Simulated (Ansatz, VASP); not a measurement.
# One calculation of SnTe, two programs

```
Te Sn
1.0
     0.00000    3.63506    3.63506
     3.63506    0.00000    3.63506
     3.63506    3.63506    0.00000
Te Sn
1 1
Direct
  0.24888 0.24909 0.25300
  0.99894 0.00760 0.99570
```

Change from the starting cell: volume scaled by 1.02.

Alike in both runs: task single point; functional PBE; dispersion D3(BJ); k mesh 5 × 5 × 5; occupations tetrahedron; non-collinear spin, spin-orbit coupling.

|  | VASP | Ansatz |
| --- | --- | --- |
| version | VASP 6.6.1 | Ansatz 0.2.0 |
| potentials or method | VASP PAW PBE potentials, release 64 (Te, Sn_d), cutoff 520 eV | all-electron LAPW, relativistic spinors |

VASP gave:

```
pressure (GPa)                                                : -1.4
traceless stress, the component that is largest in VASP (GPa) : 0.16
rms of the force components (eV/Å)                            : 0.053
```

Q: Estimate Ansatz's values.

A: Pressure (GPa): -1.4; traceless stress, the component that is largest in VASP (GPa): 0.15; rms of the force components (eV/Å): 0.052.

Atom by atom the forces differ by 0.001 eV/Å (rms over components). Ansatz ran all-electron here, and VASP with PAW potentials.
